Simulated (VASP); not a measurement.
Crystal: I.

```
I
1.0
     3.56083   -2.34613    0.00000
     3.56083    2.34613    0.00000
     0.00000    0.00000    9.59352
I
4
Direct
  0.64930 0.35070 0.38440
  0.14930 0.85070 0.11560
  0.35070 0.64930 0.61560
  0.85070 0.14930 0.88440
```

Base run:

```yaml
Program: VASP 6.6.1
Functional: PBE
Potentials_or_basis: VASP PAW PBE potentials, release 64 (I)
Cutoff: 520 eV
k_mesh: 7 × 7 × 3
Occupations: fermi-dirac, width 0.05 eV
Spin: no spin polarisation
```

Its results: band gap on the k mesh 1.47 eV, indirect (least direct gap 1.59 eV); pressure 3.8 GPa; largest force 1.452 eV/Å.

Q: The run is repeated on the same cell with these changes: functional from PBE to r2SCAN. What comes out?

A: Band gap on the k mesh 1.72 eV, indirect (least direct gap 1.85 eV); pressure 3.3 GPa; largest force 1.229 eV/Å.

r2SCAN gives the wider gap, since meta-GGAs in the generalised Kohn-Sham scheme recover part of the derivative discontinuity.

Caveats: spin-orbit coupling is left out, which moves the levels of the heavy elements; forces of over 1 eV/Å act on the atoms, so gaps and moduli don't describe the material at rest (some runs); the PAW data sets were made with another functional, which shifts forces and pressure a little (some runs).

A k mesh can miss the band edges.
